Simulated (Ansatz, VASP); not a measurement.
**ZrO2 in VASP and in Ansatz**

```
Zr O
1.0
     3.59610    0.00000    0.00000
     0.00000    3.59610    0.00000
     0.00000    0.00000    5.17700
Zr O
2 4
Direct
  0.00000 0.00000 0.00000
  0.50000 0.50000 0.50000
  0.00000 0.50000 0.20119
  0.00000 0.50000 0.70119
  0.50000 0.00000 0.29881
  0.50000 0.00000 0.79881
```

Alike in both runs: task electric field gradients; functional PBE; k mesh 8 × 8 × 6; occupations fermi-dirac, width 0.02 eV; non-collinear spin, spin-orbit coupling.

|  | VASP | Ansatz |
| --- | --- | --- |
| version | VASP 6.6.1 | Ansatz 0.2.0 |
| potentials or method | VASP PAW PBE potentials, release 64 (Zr_sv, O) | plane-wave PAW |
| plane-wave cutoff (eV) | 520 | 420 |
| valence electrons in the cell | 48 | 48 |

Ansatz gave:

* pressure (GPa): 5.7
* traceless stress, the component that is largest in VASP (GPa): 0.90
* rms of the force components (eV/Å): 0.000
* net moment per atom (μB): 0.00
* size of Vzz on the site where it differs most (V/Å²): 9.2

Question: Which values does VASP return?

Answer: Pressure (GPa): 6.1; traceless stress, the component that is largest in VASP (GPa): 0.84; rms of the force components (eV/Å): 0.008; net moment per atom (μB): 0.00; size of Vzz on the site where it differs most (V/Å²): 10.1.

Atom by atom the forces differ by 0.008 eV/Å (rms over components). With one functional, cell and mesh, what is left measures potentials, basis and numerics.
